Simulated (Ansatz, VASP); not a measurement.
# MgI2 in VASP and in Ansatz

```
Mg I
1.0
     4.21601    0.00000    0.00000
    -2.10800    3.65117    0.00000
     0.00000    0.00000    7.06786
Mg I
1 2
Direct
  0.00000 0.00000 0.00000
  0.33333 0.66667 0.75763
  0.66667 0.33333 0.24237
```

Change from the starting cell: strain +0.015 along x and y, +0.030 along z, atoms carried along.

Alike in both runs: task single point; functional PBE; k mesh 6 × 6 × 4; occupations gaussian, width 0.05 eV; no spin polarisation.

|  | VASP | Ansatz |
| --- | --- | --- |
| version | VASP 6.6.1 | Ansatz 0.2.0 |
| potentials or method | VASP PAW PBE potentials, release 64 (Mg, I), cutoff 520 eV | scalar-relativistic, plane waves, PAW |
| valence electrons in the cell | 16 | 44 |

VASP gave:

```
gap on the k mesh at the Fermi level (eV)                     : 3.50
least direct gap on the mesh (eV)                             : 3.53
pressure (GPa)                                                : -0.5
traceless stress, the component that is largest in VASP (GPa) : -0.07
rms of the force components (eV/Å)                            : 0.129
```

Question: Which values does Ansatz return?

Answer: gap on the k mesh at the Fermi level (eV): 3.51; least direct gap on the mesh (eV): 3.54; pressure (GPa): -0.5; traceless stress, the component that is largest in VASP (GPa): -0.07; rms of the force components (eV/Å): 0.124.

Atom by atom the forces differ by 0.004 eV/Å (rms over components). The functional is the same, so the differences come from potentials, cutoffs and numerics. VASP's potentials hold 16 valence electrons a cell and Ansatz's 44, so a difference there can come from the potentials and not from the codes.

Spin-orbit coupling is off throughout.
